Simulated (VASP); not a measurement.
Runs of VASP 6.6.1 on GeSe3. The structure is that of space group Pm-3m (No. 221), or close to it. The cells are those of the table. 

```csv
task,cell,k mesh,cutoff (eV),gap on the mesh (eV),pressure (GPa),relaxed volume (Å³/atom)
single point,"a = 4.546 Å, 4 atoms",4 × 4 × 4,520,none,-4.8,-
relaxation of cell and atoms,"relaxed from a = 4.546 Å, 4 atoms",4 × 4 × 4,600,none,0.1,(a)
single point,"a = 4.379 Å, 4 atoms",10 × 10 × 10,520,none,0.0,-
relaxation of cell and atoms,"relaxed from a = 4.399 Å, 4 atoms",10 × 10 × 10,600,none,0.0,21.00
single point,"a = 4.399 Å, 4 atoms",4 × 4 × 4,520,none,-0.2,-
```

Alike in all rows: level PBE; potentials or basis VASP PAW PBE potentials, release 64 (Ge_d, Se); no spin polarisation; smearing gaussian 0.1 eV.

Question: Fill in the values left out.

Answer: (a) 21.18.

Caveats: the cell stands under tension (at least some runs).

A k mesh can miss the band edges, and the runs leave out spin-orbit coupling on Ge, Se.

A gap of «none» marks levels without a gap at the run's occupations.
